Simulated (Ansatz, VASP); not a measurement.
# MgO: VASP beside Ansatz

Contents of INCAR:

```
SYSTEM = MgO
PREC = Accurate
ENCUT = 520
EDIFF = 1E-6
ISMEAR = -5
SIGMA = 0.05
LREAL = .False.
LASPH = .True.
NELM = 60
ALGO = Normal
ISIF = 2
LWAVE = .False.
LCHARG = .True.
GGA = CA
LELF = .True.
LVHAR = .True.
NBANDS = 11
```

The input KPOINTS:

```
Automatic mesh
0
Gamma
  11 11 11
  0 0 0
```

File POSCAR:

```
MgO
1.0
    0.0000000000      2.0829271338      2.0829271338
    2.0829271338      0.0000000000      2.0829271338
    2.0829271338      2.0829271338      0.0000000000
Mg O
1 1
Direct
    0.0000000000      0.0000000000      0.0000000000
    0.5000000000      0.5000000000      0.5000000000
```

input.yaml

```yaml
crystal:
  lattice:
    - [0.0, 2.0829271338, 2.0829271338]
    - [2.0829271338, 0.0, 2.0829271338]
    - [2.0829271338, 2.0829271338, 0.0]
  atoms:
    - { symbol: Mg, position: [0.0, 0.0, 0.0] }
    - { symbol: O, position: [0.5, 0.5, 0.5] }
hamiltonian:
  xc: lda
  pseudopotentials: { kind: paw }
kpoints:
  mp_grid: { grid: [11, 11, 11] }
scf:
  occupations: { method: tetrahedron }
output:
  forces: true
  stress: true
```

Alike in both runs: task single point; functional LDA; k mesh 11 × 11 × 11; occupations tetrahedron; no spin polarisation.

|  | VASP | Ansatz |
| --- | --- | --- |
| version | VASP 6.6.1 | Ansatz 0.2.0 |
| potentials or method | VASP PAW LDA potentials, release 64 (Mg, O) | Ansatz PAW |
| plane-wave cutoff (eV) | 520 | 420 |
| valence electrons in the cell | 8 | 16 |

```tsv
	VASP	Ansatz	Ansatz less VASP
gap on the k mesh at the Fermi level (eV)	4.99	4.99	0.000
least direct gap on the mesh (eV)	4.99	4.99	0.000
pressure (GPa)	-2.5	-0.8	+1.67
```

LDA's correlation is that of Perdew and Zunger in VASP and of Perdew and Wang (1992) in Ansatz. VASP's potentials hold 8 valence electrons a cell and Ansatz's 16, so a difference there can come from the potentials and not from the codes.

Noted on Ansatz's run: odd divisions of the mesh miss points on the zone boundary, where band edges often lie, so the gap on the mesh can be too wide.
